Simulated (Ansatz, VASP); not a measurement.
## KF in VASP and in Ansatz

```
CELL_PARAMETERS angstrom
0.11772 2.78503 2.78503
2.78503 0.11772 2.78503
2.78503 2.78503 0.11772
ATOMIC_POSITIONS crystal
K 0.00000 0.00000 0.00000
F 0.50000 0.50000 0.50000
```

Alike in both runs: task single point; functional PBE; k mesh 8 × 8 × 8; occupations gaussian, width 0.05 eV; no spin polarisation.

```csv
,VASP,Ansatz
version,VASP 6.6.1,Ansatz 0.2.0
potentials or method,"VASP PAW PBE potentials, release 64 (K_sv, F), cutoff 520 eV","scalar-relativistic, plane waves, PAW"
valence electrons in the cell,16,16
```

```csv
,VASP,Ansatz,Ansatz less VASP
gap on the k mesh at the Fermi level (eV),5.82,5.84,+0.015
least direct gap on the mesh (eV),5.82,5.84,+0.015
pressure (GPa),-0.5,-0.5,+0.01
"traceless stress, the component that is largest in VASP (GPa)",-0.66,-0.66,-0.006
```

The functional is the same, so the differences come from potentials, cutoffs and numerics.
